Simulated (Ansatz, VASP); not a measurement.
# Two plane-wave programs on Cu2O

```
Cu O
1.0
     4.35453    0.00000    0.00000
     0.00000    4.35453    0.00000
     0.00000    0.00000    4.35453
Cu O
4 2
Direct
  0.25000 0.25000 0.25000
  0.25000 0.75000 0.75000
  0.75000 0.75000 0.25000
  0.75000 0.25000 0.75000
  0.00000 0.00000 0.00000
  0.50000 0.50000 0.50000
```

Alike in both runs: functional RPBE; k mesh 6 × 6 × 6; no spin polarisation.

Ansatz relaxed the structure, and its values are those at the end. VASP's run is a single point on that final structure, the one shown.

|  | VASP | Ansatz |
| --- | --- | --- |
| version | VASP 6.6.1 | Ansatz 0.2.0 |
| potentials or method | VASP PAW PBE potentials, release 64 (Cu, O) | plane waves, PAW |
| plane-wave cutoff (eV) | 600 | 420 |
| occupations | gaussian, width 0.01 eV | fixed |
| valence electrons in the cell | 56 | 88 |

|  | VASP | Ansatz | Ansatz less VASP |
| --- | --- | --- | --- |
| pressure (GPa) | 0.8 | 0.0 | -0.75 |

VASP's potentials were made for PBE, not for RPBE. VASP's potentials hold 56 valence electrons a cell and Ansatz's 88, so a difference there can come from the potentials and not from the codes.
